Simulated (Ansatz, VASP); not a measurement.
## BN: VASP beside Ansatz

```
CELL_PARAMETERS angstrom
2.55394 0.00000 0.00000
-1.27697 2.21178 0.00000
0.00000 0.00000 4.22685
ATOMIC_POSITIONS crystal
B 0.43174 0.33333 0.85777
B 0.33333 0.66667 0.49972
N 0.66667 0.33333 0.62528
N 0.33333 0.66667 0.12528
```

Alike in both runs: task single point; functional PBE; k mesh 12 × 12 × 6; occupations gaussian, width 0.05 eV; no spin polarisation.

```csv
,VASP,Ansatz
version,VASP 6.6.1,Ansatz 0.2.0
potentials or method,"VASP PAW PBE potentials, release 64 (B, N), cutoff 520 eV","scalar-relativistic, plane waves, PAW"
valence electrons in the cell,16,16
```

VASP gave:

```
gap on the k mesh at the Fermi level (eV) : none
rms of the force components (eV/Å)        : 10.620
```

**Question.** Which values does Ansatz return?

**Answer.** gap on the k mesh at the Fermi level (eV): none; rms of the force components (eV/Å): 10.538.

Atom by atom the forces differ by 0.087 eV/Å (rms over components). A gap of «none» marks a metal or a gap that the smearing closes. With one functional, cell and mesh, what is left measures potentials, basis and numerics.
